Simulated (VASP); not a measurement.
Cd, 2 atoms in the cell. Symmetry: P6_3/mmc, No. 194, hexagonal system. The conventional cell has a = 2.927 Å, b = 2.927 Å, c = 5.727 Å, α = 90.00°, β = 90.00°, γ = 120.00°. Cd (site symmetry -6m2) has 12 Cd at 2.93 to 3.32 Å within 3.9 Å. 

* Program: VASP 6.6.1
* Task: single point
* Functional: PBEsol
* Potentials or basis: VASP PAW PBE potentials, release 64 (Cd)
* Cutoff: 520 eV
* k mesh: 20 × 20 × 9
* Occupations: fermi-dirac, width 0.1 eV
* Spin: no spin polarisation
* Dipole correction: no
* Further INCAR settings: ALGO = Normal; EDIFF = 1e-06; NBANDS = 19

Potentials or basis: VASP PAW PBE potentials, release 64 (Cd).

The run is started by

```bash
$ cat potpaw_PBE.64/Cd/POTCAR > POTCAR
$ mpirun -np 1 vasp_std > vasp.out
```

Hardware: 1 thread of Intel(R) Xeon(R) 6975P-C (Granite Rapids), with other jobs on the host.

Question: Estimate the wall time of this run.

Answer: Wall time 40 s on 1 thread of Intel(R) Xeon(R) 6975P-C (Granite Rapids) (shared host), peak memory 0.27 GiB. Counts: scf iterations 11, k points 220.
